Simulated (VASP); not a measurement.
HfSiO4: relaxation of cell and atoms with PBEsol

HfSiO4:

```
CELL_PARAMETERS angstrom
3.31612 0.00000 0.00000
0.00000 3.31612 0.00000
0.00000 0.00000 5.76900
ATOMIC_POSITIONS crystal
Hf 0.50000 0.50000 0.50000
Si 0.00000 0.00000 0.00000
O 0.50000 0.00000 0.67543
O 0.00000 0.50000 0.87762
O 0.00000 0.50000 0.32457
O 0.50000 0.00000 0.12238
```

| Property | Result |
| --- | --- |
| Program | VASP 6.6.1 |
| Task | relaxation of cell and atoms |
| Functional | PBEsol |
| Potentials or basis | VASP PAW PBE potentials, release 64 (Hf_pv, Si, O) |
| Cutoff | 600 eV |
| k mesh | 8 × 8 × 4 |
| Occupations | fermi-dirac, width 0.02 eV |
| Spin | no spin polarisation |
| Dipole correction | no |
| Further INCAR settings | ALGO = Normal; EDIFF = 1e-06; IBRION = 2; EDIFFG = -0.005; NSW = 80; ISIF = 3 |

```yaml
Relaxed_volume: 9.84 Å³/atom
Relaxed_cell: a = 3.313 Å, b = 3.313 Å, c = 5.383 Å, α = 90.00°, β = 90.00°, γ = 90.00°
Space_group_after_relaxing_to_0.1_Å: P-4m2 (No. 115)
Energy_gained_by_relaxing: 21.2 meV/atom
Ionic_steps: 18
Pressure_after_relaxing: 0.0 GPa
Largest_force_after_relaxing: 0.005 eV/Å
Band_gap_on_the_k_mesh: 2.22 eV (least direct gap 2.34 eV)
```

Forces in eV/Å, atoms in the order of the input:
```
Hf   0.000  0.000  0.000
Si   0.000  0.000  0.000
O    0.000  0.000 -0.001
O    0.000  0.000 -0.005
O    0.000  0.000  0.001
O    0.000  0.000  0.005
```

The path:
```
step  energy change (eV)  largest force (eV/Å)  pressure (GPa)  volume (Å³)
   1              0.0000                0.2283           -7.49        63.44
   2              0.0392                1.1132           11.14        59.01
   3             -0.0485                0.3138           -0.24        61.50
   4             -0.0653                0.2402           -0.08        61.06
   5             -0.0952                0.4471            0.76        59.74
   6             -0.1098                0.3099           -0.05        59.70
   7             -0.1233                0.1017           -2.10        59.58
   8             -0.1243                0.0604           -1.72        59.61
   9             -0.1250                0.1834            1.18        58.82
  10             -0.1267                0.0724           -0.15        59.18
  11             -0.1271                0.0291            0.04        59.09
  12             -0.1271                0.0174            0.06        59.07
  13             -0.1271                0.0162            0.04        59.07
  14             -0.1271                0.0187            0.06        59.06
  15             -0.1271                0.0169            0.09        59.06
  16             -0.1271                0.0133           -0.11        59.09
  17             -0.1271                0.0147           -0.06        59.08
  18             -0.1272                0.0049           -0.03        59.07
```

Final structure:
```
Hf Si O
1.0
     3.31256    0.00000    0.00000
     0.00000    3.31256    0.00000
     0.00000    0.00000    5.38287
Hf Si O
1 1 4
Direct
  0.50000 0.50000 0.50000
  0.00000 0.00000 0.00000
  0.50000 0.00000 0.68637
  0.00000 0.50000 0.86015
  0.00000 0.50000 0.31363
  0.50000 0.00000 0.13985
```

Levels at points of the mesh, in eV from the valence-band top:
```tsv
k point	band 15	band 16	band 17	band 18	band 19	band 20	band 21	band 22	band 23
(0.00, 0.00, 0.00)	-1.66	-1.66	-0.35	-0.12	-0.12	2.22	6.04	6.32	6.71
(0.50, 0.00, 0.00)	-1.67	-1.63	-1.14	-0.82	-0.81	4.70	5.84	6.16	6.84
(0.50, 0.50, 0.00)	-1.18	-0.88	-0.88	-0.88	-0.52	6.06	6.38	6.38	6.68
(0.00, 0.00, 0.50)	-2.32	-2.32	-2.21	-0.08	-0.08	3.37	4.69	6.06	7.77
(0.50, 0.00, 0.50)	-2.30	-1.81	-1.32	-1.12	-0.89	4.94	5.89	6.32	7.62
(0.50, 0.50, 0.50)	-1.46	-1.28	-1.28	-1.13	0.00	6.01	6.68	6.75	6.75
```

Wall time 14 min on 1 thread of Intel(R) Xeon(R) Platinum 8259CL CPU @ 2.50GHz (Skylake/Cascade Lake) (shared host), peak memory 0.25 GiB.

Caveat: the PAW data sets were made with another functional, which shifts forces and pressure a little; spin-orbit coupling is left out, which moves the levels of the heavy elements. A k mesh can miss the band edges.
